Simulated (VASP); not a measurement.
The system is TaN (sol).

```
Ta N
1.0
     5.20850    0.00000    0.00000
    -2.60425    4.51069    0.00000
     0.00000    0.00000    2.91475
Ta N
3 3
Direct
  0.00000 0.00000 0.00000
  0.33333 0.66667 0.50000
  0.66667 0.33333 0.50000
  0.39239 0.00000 0.00000
  0.60761 0.60761 0.00000
  0.00000 0.39239 0.00000
```

```yaml
Program: VASP 6.6.1
Task: relaxation of cell and atoms
Functional: PBEsol
Potentials_or_basis: VASP PAW PBE potentials, release 64 (Ta_pv, N)
Cutoff: 600 eV
k_mesh: 9 × 9 × 12
Occupations: gaussian, width 0.1 eV
Spin: no spin polarisation
```

At the start: pressure -4.9 GPa; volume 11.41 Å³/atom.

Task: Where does the relaxation end?

Result: Over 10 steps the energy falls by 2.8 meV/atom and the volume is 11.24 Å³/atom (-1.5 %); space group P-62m (No. 189, to 0.05 Å).

Step by step:
```
step  energy change (eV)  largest force (eV/Å)  pressure (GPa)  volume (Å³)
   1              0.0000                0.0374           -4.93        68.48
   2              0.0785                0.2010           13.13        65.06
   3             -0.0164                0.0861           -0.03        67.46
   4             -0.0164                0.0871            0.07        67.44
   5             -0.0169                0.0091            0.03        67.42
   6             -0.0169                0.0090            0.03        67.42
   7             -0.0170                0.0022           -0.08        67.44
   8             -0.0170                0.0003           -0.06        67.44
   9             -0.0170                0.0014            0.10        67.40
  10             -0.0170                0.0008            0.01        67.42
```

Final structure:
```cif
data_structure
_symmetry_space_group_name_H-M 'P 1'
_symmetry_Int_Tables_number 1
_cell_length_a 5.1837
_cell_length_b 5.1837
_cell_length_c 2.8973
_cell_angle_alpha 90.000
_cell_angle_beta 90.000
_cell_angle_gamma 120.000
_cell_volume 67.42
loop_
_atom_site_label
_atom_site_type_symbol
_atom_site_fract_x
_atom_site_fract_y
_atom_site_fract_z
_atom_site_occupancy
Ta1 Ta 0.00000 0.00000 0.00000 1
Ta2 Ta 0.33333 0.66667 0.50000 1
Ta3 Ta 0.66667 0.33333 0.50000 1
N1 N 0.39333 0.00000 0.00000 1
N2 N 0.60667 0.60667 0.00000 1
N3 N 0.00000 0.39332 0.00000 1
```

Caveat: the PAW data sets were made with another functional, which shifts forces and pressure a little.
